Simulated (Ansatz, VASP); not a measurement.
# Sn2PdSe5: VASP beside Ansatz

INCAR

```
SYSTEM = Sn2PdSe5
PREC = Accurate
ENCUT = 500
EDIFF = 1E-7
ISMEAR = 0
SIGMA = 0.15
LREAL = .FALSE.
LASPH = .TRUE.
NELM = 120
ALGO = Normal
ISIF = 3
LWAVE = .FALSE.
LCHARG = .FALSE.
GGA = PE
IBRION = 2
NSW = 36
EDIFFG = -0.08
GGA_COMPAT = .FALSE.
NELMIN = 4
```

The input KPOINTS:

```
Automatic mesh
0
G
  3 3 1
  0 0 0
```

Contents of POSCAR:

```
Sn2PdSe5
1.0
    4.4791887000      0.0000000000      0.0000000000
    0.0000000000      4.4791887000      0.0000000000
    0.0000000000      0.0000000000     10.6003021300
Sn Pd Se
2 1 5
Direct
    0.5000000000      0.5000000000      0.2557240800
    0.5000000000      0.5000000000      0.7442759200
    0.5000000000      0.5000000000      0.0000000000
    0.0000000000      0.5000000000      0.0000000000
    0.5000000000      0.0000000000      0.0000000000
    0.0000000000      0.5000000000      0.5000000000
    0.5000000000      0.0000000000      0.5000000000
    0.5000000000      0.5000000000      0.5000000000
```

Input for Ansatz:

```yaml
crystal:
  lattice:
    - [4.4791887, 0.0, 0.0]
    - [0.0, 4.4791887, 0.0]
    - [0.0, 0.0, 10.60030213]
  atoms:
    - { symbol: Sn, position: [0.5, 0.5, 0.25572408] }
    - { symbol: Sn, position: [0.5, 0.5, 0.74427592] }
    - { symbol: Pd, position: [0.5, 0.5, 0.0] }
    - { symbol: Se, position: [0.0, 0.5, 0.0] }
    - { symbol: Se, position: [0.5, 0.0, 0.0] }
    - { symbol: Se, position: [0.0, 0.5, 0.5] }
    - { symbol: Se, position: [0.5, 0.0, 0.5] }
    - { symbol: Se, position: [0.5, 0.5, 0.5] }
basis:
  ecutwfc: 420
kpoints:
  mp_grid: { grid: [3, 3, 1] }
hamiltonian:
  xc: pbe
scf:
  occupations: { method: gaussian, width: 0.15 }
  lower_state_search: "off"
output:
  forces: true
  stress: true
  eigenvalues: true
relax:
  adjacent_minimum: "off"
  f_tol: 0.08
  max_steps: 16
  cell: { stress_tol: 0.8 }
```

Alike in both runs: task relaxation of cell and atoms; functional PBE; k mesh 3 × 3 × 1; occupations gaussian, width 0.15 eV; no spin polarisation.

|  | VASP | Ansatz |
| --- | --- | --- |
| version | VASP 6.6.1 | Ansatz 0.2.0 |
| potentials or method | VASP PAW PBE potentials, release 64 (Sn_d, Pd, Se), cutoff 500 eV | scalar-relativistic, plane waves, PAW |
| valence electrons in the cell | 68 | 126 |

|  | VASP | Ansatz | Ansatz less VASP |
| --- | --- | --- | --- |
| gap on the k mesh at the Fermi level, each at its own relaxed structure (eV) | none | none | - |
| relaxed volume (Å³/atom) | 35.34 | 35.10 | -0.245 |
| relaxed cell length with the largest relative difference (Å) | 5.121 | 5.102 | -0.0194 |

A gap of «none» marks a metal or a gap that the smearing closes. VASP's potentials hold 68 valence electrons a cell and Ansatz's 126, so a difference there can come from the potentials and not from the codes.

The k mesh is coarse, so the values compare programs but aren't converged. Noted on VASP's run: the volume moved by over 15 % at a fixed basis, so the end points are rough.
